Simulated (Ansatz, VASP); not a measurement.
**ZnSe in VASP and in Ansatz**

```
Zn Se
1.0
     0.00000    2.95110    2.83242
     2.95110    0.00000    2.83242
     2.95110    2.95110    0.00000
Zn Se
1 1
Direct
  0.00000 0.00000 0.00000
  0.25000 0.25000 0.25000
```

Change from the starting cell: biaxial_xy strain +4.2%.

Alike in both runs: task single point; functional PBE; k mesh 8 × 8 × 8; occupations fermi-dirac, width 0.02 eV; no spin polarisation.

```csv
,VASP,Ansatz
version,VASP 6.6.1,Ansatz 0.2.0
potentials or method,"VASP PAW PBE potentials, release 64 (Zn, Se)","plane waves, PAW"
plane-wave cutoff (eV),520,420
valence electrons in the cell,18,28
```

|  | VASP | Ansatz | Ansatz less VASP |
| --- | --- | --- | --- |
| gap on the k mesh at the Fermi level (eV) | 0.88 | 0.88 | 0.000 |
| pressure (GPa) | -2.2 | -2.4 | -0.16 |
| traceless stress, the component that is largest in VASP (GPa) | 0.89 | 0.90 | +0.006 |

The functional is the same, so the differences come from potentials, cutoffs and numerics. VASP's potentials hold 18 valence electrons a cell and Ansatz's 28, so a difference there can come from the potentials and not from the codes.
